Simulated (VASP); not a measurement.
# Ti (P6_3/mmc) in VASP: single point with PBE

Aim: the single point of Ti with PBE.

Everything below comes from runs of VASP 6.6.1. Logs are shortened: lines on timing, memory, paths and dates and some standing lists are left out, and cuts for length are marked.

## 1. The cell of the first run

Symmetry: P6_3/mmc, No. 194, hexagonal system. The conventional cell has a = 2.939 Å, b = 2.939 Å, c = 4.649 Å, α = 90.00°, β = 90.00°, γ = 120.00°. Ti (site symmetry -6m2) has 12 Ti at 2.88 to 2.94 Å within 3.8 Å.

## 2. Single point, PBE

POSCAR reads:

```
Ti
1.0
    2.9390512721      0.0000000000      0.0000000000
   -1.4695256360      2.5452930647      0.0000000000
    0.0000000000      0.0000000000      4.6493578556
Ti
2
Direct
    0.3333333333      0.6666666667      0.2500000000
    0.6666666667      0.3333333333      0.7500000000
```

INCAR.step1 reads:

```
SYSTEM = Ti
ALGO = Normal
EDIFF = 1E-6
ENCUT = 400
GGA = PE
GGA_COMPAT = .FALSE.
ISIF = 2
ISMEAR = 0
LASPH = .TRUE.
LCHARG = .TRUE.
LMAXMIX = 4
LORBIT = 11
LREAL = .FALSE.
LWAVE = .FALSE.
NBANDS = 19
NEDOS = 2001
NELM = 120
PREC = Accurate
SIGMA = 0.1
```

KPOINTS.step1 reads:

```
k-points
0
G
  18 18 10
  0 0 0
```

INCAR.step2 reads:

```
SYSTEM = Ti
ALGO = Normal
EDIFF = 1E-6
ENCUT = 400
GGA = PE
GGA_COMPAT = .FALSE.
ICHARG = 11
ISIF = 2
ISMEAR = -5
LASPH = .TRUE.
LCHARG = .FALSE.
LMAXMIX = 4
LORBIT = 11
LREAL = .FALSE.
LWAVE = .FALSE.
NEDOS = 1001
NELM = 120
PREC = Accurate
SIGMA = 0.1
```

KPOINTS.step2 reads:

```
k-points
0
G
  27 27 15
  0 0 0
```

Potentials or basis: VASP PAW PBE potentials, release 64 (Ti_sv).

Started as:

```bash
> cat potpaw_PBE.64/Ti_sv/POTCAR > POTCAR
> cp INCAR.step1 INCAR
> cp KPOINTS.step1 KPOINTS
> mpirun -np 1 vasp_std > vasp.out
> cp INCAR.step2 INCAR
> cp KPOINTS.step2 KPOINTS
> mpirun -np 1 vasp_std > vasp.out
```

OUTCAR:

```text
SYSTEM = Ti
   EDIFF = 1E-6
   ENCUT = 400
   GGA = PE
   ICHARG = 11
   ISIF = 2
   ISMEAR = -5
   LASPH = .TRUE.
   LORBIT = 11
   LREAL = .FALSE.
   NELM = 120
   PREC = Accurate

 ion  position               nearest neighbor table
   1  0.333  0.667  0.250-   2 2.88   2 2.88   2 2.88   2 2.88   2 2.88   2 2.88
   2  0.667  0.333  0.750-   1 2.88   1 2.88   1 2.88   1 2.88   1 2.88   1 2.88

  LATTYP: Found a hexagonal cell.
 ALAT       =     2.9390512721
 C/A-ratio  =     1.5819247183

  Lattice vectors:

 A1 = (   2.9390512721,   0.0000000000,   0.0000000000)
 A2 = (  -1.4695256360,   2.5452930647,   0.0000000000)
 A3 = (   0.0000000000,   0.0000000000,   4.6493578556)

Analysis of symmetry for initial positions (statically):
=====================================================================
 Subroutine PRICEL returns:
 Original cell was already a primitive cell.

 Routine SETGRP: Setting up the symmetry group for a
 hexagonal supercell.

 Subroutine GETGRP returns: Found 24 space group operations
 (whereof 12 operations were pure point group operations)
 out of a pool of 24 trial point group operations.

The static configuration has the point symmetry D_3d.
 The point group associated with its full space group is D_6h.

Analysis of symmetry for dynamics (positions and initial velocities):
=====================================================================
 Subroutine PRICEL returns:
 Original cell was already a primitive cell.

 Routine SETGRP: Setting up the symmetry group for a
 hexagonal supercell.

 Subroutine GETGRP returns: Found 24 space group operations
 (whereof 12 operations were pure point group operations)
 out of a pool of 24 trial point group operations.

The dynamic configuration has the point symmetry D_3d.
 The point group associated with its full space group is D_6h.

 Subroutine INISYM returns: Found 24 space group operations
 (whereof 12 operations are pure point group operations),
 and found     1 'primitive' translations

----------------------------------------------------------------------------------------

                                     Primitive cell

  volume of cell :      34.7807

  direct lattice vectors                    reciprocal lattice vectors
     2.939051272  0.000000000  0.000000000     0.340245851  0.196441033  0.000000000
    -1.469525636  2.545293065  0.000000000     0.000000000  0.392882067  0.000000000
     0.000000000  0.000000000  4.649357856     0.000000000  0.000000000  0.215083466

  length of vectors
     2.939051272  2.939051272  4.649357856     0.392882067  0.392882067  0.215083466

  position of ions in fractional coordinates (direct lattice)
     0.333333333  0.666666667  0.250000000
     0.666666667  0.333333333  0.750000000

  ion indices of the primitive-cell ions
   primitive index   ion index
                 1           1
                 2           2

----------------------------------------------------------------------------------------

 KPOINTS: k-points

Automatic generation of k-mesh.
 Grid dimensions read from file:
 generate k-points for:   27   27   15

 Generating k-lattice:

  Cartesian coordinates                     Fractional coordinates (reciprocal lattice)
     0.012601698  0.007275594  0.000000000     0.037037037 -0.000000000  0.000000000
     0.000000000  0.014551188  0.000000000     0.000000000  0.037037037  0.000000000
     0.000000000  0.000000000  0.014338898     0.000000000  0.000000000  0.066666667

  Length of vectors
     0.014551188  0.014551188  0.014338898

  Shift w.r.t. Gamma in fractional coordinates (k-lattice)
     0.000000000  0.000000000  0.000000000

 TETIRR: Found  10722 inequivalent tetrahedra from    65610

 Subroutine IBZKPT returns following result:
 ===========================================

 Found    600 irreducible k-points:

 Following reciprocal coordinates:
            Coordinates               Weight
  0.000000  0.000000  0.000000      1.000000
  0.037037  0.000000  0.000000      6.000000
  0.074074  0.000000  0.000000      6.000000
  0.111111  0.000000  0.000000      6.000000
  0.148148  0.000000  0.000000      6.000000
  0.185185  0.000000  0.000000      6.000000
[... 16 lines left out ...]
  0.333333  0.037037  0.000000     12.000000
  0.370370  0.037037  0.000000     12.000000
 [... further k-points ...]
   k-points           NKPTS =    600   k-points in BZ     NKDIM =    600   number of bands    NBANDS=     16
   number of dos      NEDOS =   1001   number of ions     NIONS =      2
   total plane-waves  NPLWV =  12000
   dimension x,y,z NGX =    20 NGY =   20 NGZ =   30
   dimension x,y,z NGXF=    40 NGYF=   40 NGZF=   60
   ions per type =               2
   NGX,Y,Z   is equivalent  to a cutoff of  11.31, 11.31, 10.73 a.u.
   NGXF,Y,Z  is equivalent  to a cutoff of  22.63, 22.63, 21.45 a.u.
 SYSTEM =  Ti
   PREC   = accura    normal or accurate (medium, high low for compatibility)
   ISTART =      0    job   : 0-new  1-cont  2-samecut
   ICHARG =     11    charge: 1-file 2-atom 10-const
   ISPIN  =      1    spin polarized calculation?
   LNONCOLLINEAR =      F non collinear calculations
   LSORBIT =      F    spin-orbit coupling
   LASPH  =      T    aspherical Exc in radial PAW
   ENCUT  =  400.0 eV  29.40 Ry    5.42 a.u.   4.79  4.79  7.58*2*pi/ulx,y,z
   NELM   =    120;   NELMIN=  2; NELMDL=  0     # of ELM steps
   EDIFF  = 0.1E-05   stopping-criterion for ELM
   LREAL  =      F    real-space projection
   EDIFFG = 0.1E-04   stopping-criterion for IOM
   NSW    =      0    number of steps for IOM
   IBRION =     -1    ionic relax: 0-MD 1-quasi-New 2-CG
   NFREE  =      0    steps in history (QN), initial steepest desc. (CG)
   ISIF   =      2    stress and relaxation
   ISYM   =      2    0-nonsym 1-usesym 2-fastsym
   POTIM  = 0.5000    time-step for ionic-motion
   TEBEG  =    0.0;   TEEND  =   0.0 temperature during run
   PSTRESS=    0.0 pullay stress
   NELECT =      24.0000    total number of electrons
   NUPDOWN=      -1.0000    fix difference up-down
   EMIN   =  10.00;   EMAX   =-10.00  energy-range for DOS
   EFERMI =   0.00;   METHOD = LEGACY
   ISMEAR =    -5;   SIGMA  =   0.10  broadening in eV -4-tet -1-fermi 0-gaus
   EFERMI_NEDOS =   21; number of points for ismear=-14 and -15
   IALGO  =     38    algorithm
   IMIX   =      4    mixing-type and parameters
     AMIX     =   0.40;   BMIX     =  1.00
     AMIX_MAG =   1.60;   BMIX_MAG =  1.00
  volume/ion in A,a.u.               =      17.39       117.36
  Fermi-wavevector in a.u.,A,eV,Ry     =   1.446658  2.733788 28.474544  2.092820
  Thomas-Fermi vector in A             =   2.564702
   LORBIT       =     11    0 simple, 1 ext, 2 COOP (PROOUT), +10 PAW based schemes
   GGA     = PE    functional components
   LHFCALC =     F    Hartree Fock is set to
   AEXX    =    0.0000 exact exchange contribution
   IVDW    =     0    specifies the selected vdW correction
   LEPSILON=     F    determine dielectric tensor
   LRPA    =     F    only Hartree local field effects (RPA)
 non-spin polarized calculation
 Fermi weights with tetrahedron method with Bloechl corrections
  energy-cutoff  :      400.00
  volume of cell :       34.78
 maximum number of plane-waves:       652
 NGX is ok and might be reduce to    20

 number of electron      23.9999999 magnetization

 Free energy of the ion-electron system (eV)
  ---------------------------------------------------
  ext. energy  EPLUGINS =         0.00000000
  ---------------------------------------------------
  free energy    TOTEN  =       -15.65651823 eV

  energy without entropy =      -15.65651823  energy(sigma->0) =      -15.65651823

 E-fermi :   8.3468     XC(G=0): -11.4917

 val. band max:        8.3535410153   @ k =   0.1852   0.0000   0.3333
 cond. band min:       8.3269572976   @ k =   0.2222   0.2222   0.4667
 fundamental gap:     -0.0265837177
 Fermi energy:         8.3468461623

 k-point     1 :       0.0000    0.0000    0.0000
  band No.  band energies     occupation
      1     -48.5268      2.00000
      2     -48.3883      2.00000
      3     -25.1243      2.00000
      4     -24.4824      2.00000
      5     -24.4824      2.00000
      6     -24.4175      2.00000
[... 8 lines left out ...]
     15       9.5991      0.00000
     16       9.5992      0.00000

 k-point     2 :       0.0370    0.0000    0.0000
  band No.  band energies     occupation
      1     -48.5253      2.00000
      2     -48.3875      2.00000
      3     -25.1213      2.00000
      4     -24.4886      2.00000
      5     -24.4845      2.00000
      6     -24.4187      2.00000
[... 8 lines left out ...]
     15       9.5790      0.00000
     16       9.6235      0.00000

 k-point     3 :       0.0741    0.0000    0.0000
  band No.  band energies     occupation
      1     -48.5211      2.00000
      2     -48.3860      2.00000
      3     -25.1123      2.00000
      4     -24.5068      2.00000
      5     -24.4906      2.00000
      6     -24.4226      2.00000
[... 8 lines left out ...]
     15       9.5284      0.00000
     16       9.6956      0.00000

 k-point     4 :       0.1111    0.0000    0.0000
  band No.  band energies     occupation
      1     -48.5146      2.00000
      2     -48.3837      2.00000
      3     -25.0976      2.00000
      4     -24.5362      2.00000
      5     -24.5003      2.00000
      6     -24.4373      2.00000
[... 8 lines left out ...]
     15       9.5919      0.00000
     16       9.7616      0.00000

 k-point     5 :       0.1481    0.0000    0.0000
  band No.  band energies     occupation
      1     -48.5059      2.00000
      2     -48.3809      2.00000
      3     -25.0777      2.00000
      4     -24.5754      2.00000
      5     -24.5129      2.00000
      6     -24.4769      2.00000
[... 8 lines left out ...]
     15       9.6446      0.00000
     16       9.6695      0.00000

 k-point     6 :       0.1852    0.0000    0.0000
  band No.  band energies     occupation
      1     -48.4953      2.00000
      2     -48.3775      2.00000
      3     -25.0531      2.00000
      4     -24.6221      2.00000
      5     -24.5276      2.00000
      6     -24.5234      2.00000
[... 8 lines left out ...]
     15       9.5677      0.00000
     16       9.7485      0.00000
[... 267 lines left out ...]
 k-point    21 :       0.2593    0.0370    0.0000
  band No.  band energies     occupation
      1     -48.4629      2.00000
      2     -48.3683      2.00000
      3     -24.9741      2.00000
      4     -24.7553      2.00000
      5     -24.6561      2.00000
      6     -24.5671      2.00000
[... 8 lines left out ...]
     15       9.3579      0.00000
     16      10.4405      0.00000

 k-point    22 :       0.2963    0.0370    0.0000
  band No.  band energies     occupation
      1     -48.4499      2.00000
      2     -48.3658      2.00000
      3     -24.9398      2.00000
      4     -24.8074      2.00000
      5     -24.7023      2.00000
      6     -24.5840      2.00000
[... 8 lines left out ...]
     15       9.2503      0.00000
     16      10.7570      0.00000

 k-point    23 :       0.3333    0.0370    0.0000
  band No.  band energies     occupation
      1     -48.4375      2.00000
      2     -48.3641      2.00000
      3     -24.9055      2.00000
      4     -24.8545      2.00000
      5     -24.7438      2.00000
      6     -24.5988      2.00000
[... 8 lines left out ...]
     15       9.1992      0.00000
     16      11.0430      0.00000

 k-point    24 :       0.3704    0.0370    0.0000
  band No.  band energies     occupation
      1     -48.4263      2.00000
      2     -48.3634      2.00000
      3     -24.8942      2.00000
      4     -24.8730      2.00000
      5     -24.7785      2.00000
      6     -24.6109      2.00000
[... 8 lines left out ...]
     15       9.3194      0.00000
     16      11.3324      0.00000

 [... further k-points ...]

------------------------ aborting loop because EDIFF is reached ----------------------------------------

  FORCE on cell =-STRESS in cart. coord.  units (eV):
  Direction    XX          YY          ZZ          XY          YZ          ZX
  --------------------------------------------------------------------------------------
  -------------------------------------------------------------------------------------
  Total       -0.2804548     -0.2804548     -0.1978626     -0.0000000      0.0000000      0.0000000
  in kB      -12.9191961    -12.9191961     -9.1145751     -0.0000000      0.0000000      0.0000000
  external PRESSURE =     -11.6509891 kB  Pullay stress =       0.0000000 kB

 VOLUME and BASIS-vectors are now :
 -----------------------------------------------------------------------------
  energy-cutoff  :      400.00
  volume of cell :       34.78
      direct lattice vectors                 reciprocal lattice vectors
     2.939051272  0.000000000  0.000000000     0.340245851  0.196441033  0.000000000
    -1.469525636  2.545293065  0.000000000     0.000000000  0.392882067  0.000000000
     0.000000000  0.000000000  4.649357856     0.000000000  0.000000000  0.215083466

 POSITION                                       TOTAL-FORCE (eV/Angst)
 -----------------------------------------------------------------------------------
     -0.00000      1.69686      1.16234         0.000000     -0.000000      0.000000
      1.46953      0.84843      3.48702        -0.000000      0.000000      0.000000
 -----------------------------------------------------------------------------------
    total drift:                                0.000000     -0.000000      0.000000

  FREE ENERGIE OF THE ION-ELECTRON SYSTEM (eV)
  ---------------------------------------------------
  free  energy   TOTEN  =       -15.6565182286 eV

  energy  without entropy=      -15.6565182286  energy(sigma->0) =      -15.65651823

 total charge

# of ion       s       p       d       tot
------------------------------------------
    1        2.246   6.121   1.879  10.246
    2        2.246   6.121   1.879  10.246
--------------------------------------------------
tot          4.493  12.242   3.757  20.492
```

Wall time 3.6 min (1 thread of AMD EPYC 7R43 (Zen 3), shared host); peak memory 0.28 GiB.

Results:

```yaml
Valence_electrons_inside_the_program's_atomic_spheres: Ti 10.25
```

Levels at points of the mesh, in eV from the Fermi level:
| k point | band 9 | band 10 | band 11 | band 12 | band 13 | band 14 | band 15 | band 16 |
| --- | --- | --- | --- | --- | --- | --- | --- | --- |
| (0.00, 0.00, 0.00) | -6.20 | -2.70 | 0.75 | 0.75 | 0.76 | 0.87 | 1.25 | 1.25 |

Caveat: tetrahedron occupations give inexact forces and stress in metals.
